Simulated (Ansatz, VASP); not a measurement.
## Mo: VASP beside Ansatz

The input INCAR:

```
SYSTEM = Mo
PREC = Accurate
ENCUT = 520
EDIFF = 1E-6
ISMEAR = 1
SIGMA = 0.05
LREAL = .False.
LASPH = .True.
NELM = 80
ALGO = Normal
ISIF = 2
LWAVE = .False.
LCHARG = .True.
GGA = PS
IVDW = 12
LELF = .True.
LVHAR = .True.
NBANDS = 13
```

Contents of KPOINTS:

```
Automatic mesh
0
Gamma
  12 12 11
  0 0 0
```

Contents of POSCAR:

```
Mo
1.0
    2.7715076807      0.0000000000      0.0000000000
   -1.3857538404      2.4001959040      0.0000000000
    0.0000000000      0.0000000000      2.5888056586
Mo
1
Direct
    0.0000000000      0.0000000000      0.5000000000
```

Input for Ansatz:

```yaml
crystal:
  lattice:
    - [2.7715076807441332, 0.0, 0.0]
    - [-1.3857538403720666, 2.40019590399748, 0.0]
    - [0.0, 0.0, 2.5888056586126442]
  atoms:
    - { symbol: Mo, position: [0.0, 0.0, 0.5] }
basis:
  ecutwfc: 500.0
kpoints:
  mp_grid:
    grid: [12, 12, 11]
hamiltonian:
  xc: pbesol
  dispersion: d3bj
  pseudopotentials:
    kind: paw
scf:
  occupations:
    method: cold
    width: 0.05
output:
  stress: true
```

Alike in both runs: task single point; functional PBEsol; dispersion D3(BJ); k mesh 12 × 12 × 11; no spin polarisation.

|  | VASP | Ansatz |
| --- | --- | --- |
| version | VASP 6.6.1 | Ansatz 0.2.0 |
| potentials or method | VASP PAW PBE potentials, release 64 (Mo_sv), cutoff 520 eV | plane waves, PAW |
| occupations | methfessel-paxton of order 1, width 0.05 eV | cold, width 0.05 eV |
| valence electrons in the cell | 14 | 14 |

Ansatz gave:

- pressure (GPa): -18.3
- traceless stress, the component that is largest in VASP (GPa): -5.30

Problem. Estimate VASP's values.

Solution. Pressure (GPa): -17.8; traceless stress, the component that is largest in VASP (GPa): -5.13.

VASP's potentials were made for PBE, not for PBEsol.
